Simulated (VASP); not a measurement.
# Cr (Fd-3m) in VASP: relaxation of cell and atoms with PBE

Aim: the relaxation of cell and atoms of Cr with PBE.

Program: VASP 6.6.1. These are calculated values, not measurements. Logs are shortened: lines on timing, memory, paths and dates and some standing lists are left out, and cuts for length are marked.

## Step 1: The cell of the first run

Symmetry: Fd-3m, No. 227, cubic system. The conventional cell has a = 3.874 Å, b = 3.874 Å, c = 3.874 Å, α = 90.00°, β = 90.00°, γ = 90.00°. Within 2.2 Å of Cr (site symmetry -43m) lie 4 Cr at 1.68 Å.

## Step 2: Relaxation of cell and atoms, PBE, collinear spin, ferromagnetic start, target pressure 410 GPa, at which the enthalpy is minimised

File INCAR:

```
SYSTEM = Cr
PREC = Accurate
ENCUT = 600
EDIFF = 1E-7
ISMEAR = -1
SIGMA = 0.1
LREAL = .False.
LASPH = .True.
NELM = 150
ALGO = Normal
ISIF = 3
LWAVE = .False.
LCHARG = .False.
ISPIN = 2
MAGMOM = 2 2
LORBIT = 11
LMAXMIX = 4
GGA = PE
IBRION = 2
NSW = 60
EDIFFG = -0.005
PSTRESS = 4100.0
```

File KPOINTS:

```
regular mesh
0
Gamma
  16 16 16
  0 0 0
```

File POSCAR:

```
Cr
1.0
    0.0000000000      1.9370677639      1.9370677639
    1.9370677639      0.0000000000      1.9370677639
    1.9370677639      1.9370677639      0.0000000000
Cr
2
Direct
   -0.1250000000     -0.1250000000     -0.1250000000
    0.1250000000      0.1250000000      0.1250000000
```

Potentials or basis: VASP PAW PBE potentials, release 64 (Cr_pv).

Started as:

```sh
> cat potpaw_PBE.64/Cr_pv/POTCAR > POTCAR
> mpirun -np 1 vasp_std > vasp.out
```

OUTCAR:

```text
SYSTEM = Cr
   PREC = Accurate
   ENCUT = 600
   EDIFF = 1E-7
   ISMEAR = -1
   LREAL = .False.
   LASPH = .True.
   NELM = 150
   ISIF = 3
   ISPIN = 2
   LORBIT = 11
   GGA = PE
   IBRION = 2
   NSW = 60
   EDIFFG = -0.005
   PSTRESS = 4100.0

 ion  position               nearest neighbor table
   1  0.875  0.875  0.875-   2 1.68   2 1.68   2 1.68   2 1.68
   2  0.125  0.125  0.125-   1 1.68   1 1.68   1 1.68   1 1.68

  LATTYP: Found a face centered cubic cell.
 ALAT       =     3.8741355278

  Lattice vectors:

 A1 = (   0.0000000000,   1.9370677639,   1.9370677639)
 A2 = (   1.9370677639,   0.0000000000,   1.9370677639)
 A3 = (   1.9370677639,   1.9370677639,   0.0000000000)

Analysis of symmetry for initial positions (statically):
=====================================================================
 Subroutine PRICEL returns:
 Original cell was already a primitive cell.

 Routine SETGRP: Setting up the symmetry group for a
 face centered cubic supercell.

 Subroutine GETGRP returns: Found 48 space group operations
 (whereof 12 operations were pure point group operations)
 out of a pool of 48 trial point group operations.

The static configuration has the point symmetry D_3d.
 The point group associated with its full space group is O_h .

Analysis of symmetry for dynamics (positions and initial velocities):
=====================================================================
 Subroutine PRICEL returns:
 Original cell was already a primitive cell.

 Routine SETGRP: Setting up the symmetry group for a
 face centered cubic supercell.

 Subroutine GETGRP returns: Found 48 space group operations
 (whereof 12 operations were pure point group operations)
 out of a pool of 48 trial point group operations.

The dynamic configuration has the point symmetry D_3d.
 The point group associated with its full space group is O_h .

Analysis of structural, dynamic, and magnetic symmetry:
=====================================================================
 Subroutine PRICEL returns:
 Original cell was already a primitive cell.

 Routine SETGRP: Setting up the symmetry group for a
 face centered cubic supercell.

 Subroutine GETGRP returns: Found 48 space group operations
 (whereof 12 operations were pure point group operations)
 out of a pool of 48 trial point group operations.

The overall configuration has the point symmetry D_3d.
 The point group associated with its full space group is O_h .

 Subroutine INISYM returns: Found 48 space group operations
 (whereof 12 operations are pure point group operations),
 and found     1 'primitive' translations

----------------------------------------------------------------------------------------

                                     Primitive cell

  volume of cell :      14.5367

  direct lattice vectors                    reciprocal lattice vectors
     0.000000000  1.937067764  1.937067764    -0.258122100  0.258122100  0.258122100
     1.937067764  0.000000000  1.937067764     0.258122100 -0.258122100  0.258122100
     1.937067764  1.937067764  0.000000000     0.258122100  0.258122100 -0.258122100

  length of vectors
     2.739427503  2.739427503  2.739427503     0.447080593  0.447080593  0.447080593

  position of ions in fractional coordinates (direct lattice)
     0.875000000  0.875000000  0.875000000
     0.125000000  0.125000000  0.125000000

  ion indices of the primitive-cell ions
   primitive index   ion index
                 1           1
                 2           2

----------------------------------------------------------------------------------------

 KPOINTS: regular mesh

Automatic generation of k-mesh.
 Grid dimensions read from file:
 generate k-points for:   16   16   16

 Generating k-lattice:

  Cartesian coordinates                     Fractional coordinates (reciprocal lattice)
    -0.016132631  0.016132631  0.016132631     0.062500000  0.000000000  0.000000000
     0.016132631 -0.016132631  0.016132631     0.000000000  0.062500000  0.000000000
     0.016132631  0.016132631 -0.016132631     0.000000000  0.000000000  0.062500000

  Length of vectors
     0.027942537  0.027942537  0.027942537

  Shift w.r.t. Gamma in fractional coordinates (k-lattice)
     0.000000000  0.000000000  0.000000000

 Subroutine IBZKPT returns following result:
 ===========================================

 Found    145 irreducible k-points:

 Following reciprocal coordinates:
            Coordinates               Weight
  0.000000  0.000000  0.000000      1.000000
  0.062500  0.000000  0.000000      8.000000
  0.125000  0.000000  0.000000      8.000000
  0.187500  0.000000  0.000000      8.000000
  0.250000  0.000000  0.000000      8.000000
  0.312500  0.000000  0.000000      8.000000
[... 16 lines left out ...]
 -0.125000  0.062500  0.000000     24.000000
 -0.062500  0.062500  0.000000     12.000000
 [... further k-points ...]
   k-points           NKPTS =    145   k-points in BZ     NKDIM =    145   number of bands    NBANDS=     18
   number of dos      NEDOS =    301   number of ions     NIONS =      2
   total plane-waves  NPLWV =  13824
   dimension x,y,z NGX =    24 NGY =   24 NGZ =   24
   dimension x,y,z NGXF=    48 NGYF=   48 NGZF=   48
   ions per type =               2
   NGX,Y,Z   is equivalent  to a cutoff of  14.56, 14.56, 14.56 a.u.
   NGXF,Y,Z  is equivalent  to a cutoff of  29.13, 29.13, 29.13 a.u.
 SYSTEM =  Cr
   PREC   = accura    normal or accurate (medium, high low for compatibility)
   ISTART =      0    job   : 0-new  1-cont  2-samecut
   ICHARG =      2    charge: 1-file 2-atom 10-const
   ISPIN  =      2    spin polarized calculation?
   LNONCOLLINEAR =      F non collinear calculations
   LSORBIT =      F    spin-orbit coupling
   LASPH  =      T    aspherical Exc in radial PAW
   ENCUT  =  600.0 eV  44.10 Ry    6.64 a.u.   5.47  5.47  5.47*2*pi/ulx,y,z
   NELM   =    150;   NELMIN=  2; NELMDL= -5     # of ELM steps
   EDIFF  = 0.1E-06   stopping-criterion for ELM
   LREAL  =      F    real-space projection
   EDIFFG = -.5E-02   stopping-criterion for IOM
   NSW    =     60    number of steps for IOM
   IBRION =      2    ionic relax: 0-MD 1-quasi-New 2-CG
   NFREE  =      1    steps in history (QN), initial steepest desc. (CG)
   ISIF   =      3    stress and relaxation
   ISYM   =      2    0-nonsym 1-usesym 2-fastsym
   POTIM  = 0.5000    time-step for ionic-motion
   TEBEG  =    0.0;   TEEND  =   0.0 temperature during run
   PSTRESS= 4100.0 pullay stress
   NELECT =      24.0000    total number of electrons
   NUPDOWN=      -1.0000    fix difference up-down
   EMIN   =  10.00;   EMAX   =-10.00  energy-range for DOS
   EFERMI =   0.00;   METHOD = LEGACY
   ISMEAR =    -1;   SIGMA  =   0.10  broadening in eV -4-tet -1-fermi 0-gaus
   EFERMI_NEDOS =   21; number of points for ismear=-14 and -15
   IALGO  =     38    algorithm
   IMIX   =      4    mixing-type and parameters
     AMIX     =   0.40;   BMIX     =  1.00
     AMIX_MAG =   1.60;   BMIX_MAG =  1.00
  volume/ion in A,a.u.               =       7.27        49.05
  Fermi-wavevector in a.u.,A,eV,Ry     =   1.934894  3.656419 50.937674  3.743813
  Thomas-Fermi vector in A             =   2.966077
   LORBIT       =     11    0 simple, 1 ext, 2 COOP (PROOUT), +10 PAW based schemes
   GGA     = PE    functional components
   LHFCALC =     F    Hartree Fock is set to
   AEXX    =    0.0000 exact exchange contribution
   IVDW    =     0    specifies the selected vdW correction
   LEPSILON=     F    determine dielectric tensor
   LRPA    =     F    only Hartree local field effects (RPA)
 conjugate gradient relaxation of ions
 spin polarized calculation
  energy-cutoff  :      600.00
  volume of cell :       14.54
 maximum number of plane-waves:       531
 NGX is ok and might be reduce to    24
   NGX = 11   NGY = 11   NGZ = 11

--------------------------------------- Ionic step        1  -------------------------------------------

 number of electron      23.9999999 magnetization       0.0002139

 number of electron      23.9999999 magnetization      -0.0000637

 Free energy of the ion-electron system (eV)
  ---------------------------------------------------
  ext. energy  EPLUGINS =         0.00000000
  ---------------------------------------------------
  free energy    TOTEN  =        -0.28190754 eV

  energy without entropy =       -0.23052579  energy(sigma->0) =       -0.25621667

------------------------ aborting loop because EDIFF is reached ----------------------------------------

  FORCE on cell =-STRESS in cart. coord.  units (eV):
  Direction    XX          YY          ZZ          XY          YZ          ZX
  --------------------------------------------------------------------------------------
  -------------------------------------------------------------------------------------
  Total       46.2098942     46.2098942     46.2098942     -0.0000000      0.0000000      0.0000000
  in kB     5093.0872920   5093.0872920   5093.0872920     -0.0000000      0.0000000      0.0000000
  external PRESSURE =     993.0872920 kB  Pullay stress =    4100.0000000 kB
[... 27 lines left out ...]
 number of electron      23.9999979 magnetization       0.0000260

 number of electron      23.9999979 magnetization      -0.0000021

 E-fermi :   9.0293     XC(G=0): -12.5271

 val. band max:        9.0292567070   @ k =  -0.3750   0.3125   0.0000
 cond. band min:       9.0438051464   @ k =   0.3750   0.1875   0.0000
 fundamental gap:      0.0145484395
 Fermi energy:         9.0292805382

 spin component 1

 k-point     1 :       0.0000    0.0000    0.0000
  band No.  band energies     occupation
      1     -33.9945      1.00000
      2     -33.9945      1.00000
      3     -33.9945      1.00000
      4     -32.5780      1.00000
      5     -32.5780      1.00000
      6     -32.5780      1.00000
[... 1076 lines left out ...]
  energy  without entropy=       -4.0306037731  energy(sigma->0) =       -4.05729741

  enthalpy is  TOTEN    =        36.6295986155 eV   P V=       40.7135896559

[... ionic steps 4 to 11 ...]

--------------------------------------- Ionic step       12  -------------------------------------------

 number of electron      24.0000007 magnetization       0.0000000

 number of electron      24.0000007 magnetization      -0.0000000
[... 77 lines left out ...]
 number of electron      24.0000007 magnetization       0.0000001

 number of electron      24.0000007 magnetization      -0.0000000

 Free energy of the ion-electron system (eV)
  ---------------------------------------------------
  ext. energy  EPLUGINS =         0.00000000
  ---------------------------------------------------
  free energy    TOTEN  =        -3.28896813 eV

  energy without entropy =       -3.23574078  energy(sigma->0) =       -3.26235446

 E-fermi :  17.8704     XC(G=0): -15.6319

 val. band max:       17.8579596960   @ k =  -0.2500   0.2500   0.0000
 cond. band min:      17.8760111655   @ k =  -0.2500   0.4375   0.1875
 fundamental gap:      0.0180514695
 Fermi energy:        17.8704291765

 spin component 1

 k-point     1 :       0.0000    0.0000    0.0000
  band No.  band energies     occupation
      1     -27.8025      1.00000
      2     -27.8025      1.00000
      3     -27.8025      1.00000
      4     -23.6840      1.00000
      5     -23.6840      1.00000
      6     -23.6840      1.00000
[... 1036 lines left out ...]
  energy  without entropy=       -3.2357407803  energy(sigma->0) =       -3.26235446

  enthalpy is  TOTEN    =        36.6026544884 eV   P V=       39.8916226215

 reached required accuracy - stopping structural energy minimisation

 total charge

# of ion       s       p       d       tot
------------------------------------------
    1        0.511   6.550   6.070  13.131
    2        0.511   6.550   6.070  13.131
--------------------------------------------------
tot          1.022  13.101  12.140  26.262

 magnetization (x)

# of ion       s       p       d       tot
------------------------------------------
    1        0.000   0.000  -0.000   0.000
    2        0.000   0.000  -0.000   0.000
--------------------------------------------------
tot          0.000   0.000  -0.000   0.000
```

Wall time 6.9 min (1 thread of Intel Xeon Platinum 8259CL at 2.50GHz (Skylake/Cascade Lake), shared host); peak memory 0.22 GiB.

Results:

| Item | Value |
| --- | --- |
| Free energy | -3.2890 eV |
| Relaxed volume | 7.79 Å³/atom |
| Relaxed cell | a = 2.804 Å, b = 2.804 Å, c = 2.804 Å, α = 60.00°, β = 60.00°, γ = 60.00° |
| Space group after relaxing (to 0.05 Å) | Fd-3m (No. 227) |
| Energy change on relaxing (the enthalpy is what falls) | -1503.5 meV/atom |
| Ionic steps | 14 |
| Pressure after relaxing | 410.0 GPa |
| Band gap on the k mesh | zero (filled and empty bands overlap) |
| Net moment | 0.00 μB per cell |

The path:
| step | energy change (eV) | largest force (eV/Å) | pressure (GPa) | volume (Å³) |
| --- | --- | --- | --- | --- |
| 1 | 0.0000 | 0.0000 | 509.31 | 14.54 |
| 2 | -13.7470 | 0.0000 | 38.60 | 26.22 |
| 3 | -3.8021 | 0.0000 | 383.41 | 15.91 |
| 4 | -3.0141 | 0.0000 | 409.74 | 15.59 |
| 5 | -2.9587 | 0.0000 | 411.59 | 15.57 |
| 6 | -2.9650 | 0.0000 | 411.40 | 15.57 |
| 7 | -2.9839 | 0.0000 | 410.74 | 15.58 |
| 8 | -2.9842 | 0.0000 | 410.74 | 15.58 |
| 9 | -2.9854 | 0.0000 | 410.68 | 15.58 |
| 10 | -2.9876 | 0.0000 | 410.60 | 15.58 |
| 11 | -2.9920 | 0.0000 | 410.50 | 15.58 |
| 12 | -3.0009 | 0.0000 | 410.22 | 15.59 |
| 13 | -3.0187 | 0.0000 | 409.58 | 15.59 |
| 14 | -3.0071 | 0.0000 | 409.98 | 15.59 |

Final structure:
```cif
data_structure
_symmetry_space_group_name_H-M 'P 1'
_symmetry_Int_Tables_number 1
_cell_length_a 2.8040
_cell_length_b 2.8040
_cell_length_c 2.8040
_cell_angle_alpha 60.000
_cell_angle_beta 60.000
_cell_angle_gamma 60.000
_cell_volume 15.59
loop_
_atom_site_label
_atom_site_type_symbol
_atom_site_fract_x
_atom_site_fract_y
_atom_site_fract_z
_atom_site_occupancy
Cr1 Cr 0.87500 0.87500 0.87500 1
Cr2 Cr 0.12500 0.12500 0.12500 1
```

Levels at points of the mesh, in eV from the Fermi level:
Spin up:
```
           k point  band 8  band 9  band 10  band 11  band 12  band 13  band 14  band 15  band 16  band 17
(0.00, 0.00, 0.00)   -5.89   -5.89    -2.83    -2.83    -2.83     1.75     1.75     1.75     6.30     6.30
(0.50, 0.00, 0.00)   -5.49   -5.49    -3.78    -3.78    -2.99     1.53     3.51     3.51     5.31     5.31
(0.50, 0.50, 0.00)   -8.27   -3.68    -3.68    -0.45    -0.45     2.40     2.40     5.59     5.59     7.57
```
Spin down:
| k point | band 8 | band 9 | band 10 | band 11 | band 12 | band 13 | band 14 | band 15 | band 16 | band 17 |
| --- | --- | --- | --- | --- | --- | --- | --- | --- | --- | --- |
| (0.00, 0.00, 0.00) | -5.89 | -5.89 | -2.83 | -2.83 | -2.83 | 1.75 | 1.75 | 1.75 | 6.30 | 6.30 |
| (0.50, 0.00, 0.00) | -5.49 | -5.49 | -3.78 | -3.78 | -2.99 | 1.53 | 3.51 | 3.51 | 5.31 | 5.31 |
| (0.50, 0.50, 0.00) | -8.27 | -3.68 | -3.68 | -0.45 | -0.45 | 2.40 | 2.40 | 5.59 | 5.59 | 7.57 |

Caveat: the starting moments collapsed, and a magnetic state may lie lower; the cell is relaxed towards a set pressure, so the enthalpy falls and the energy may rise.
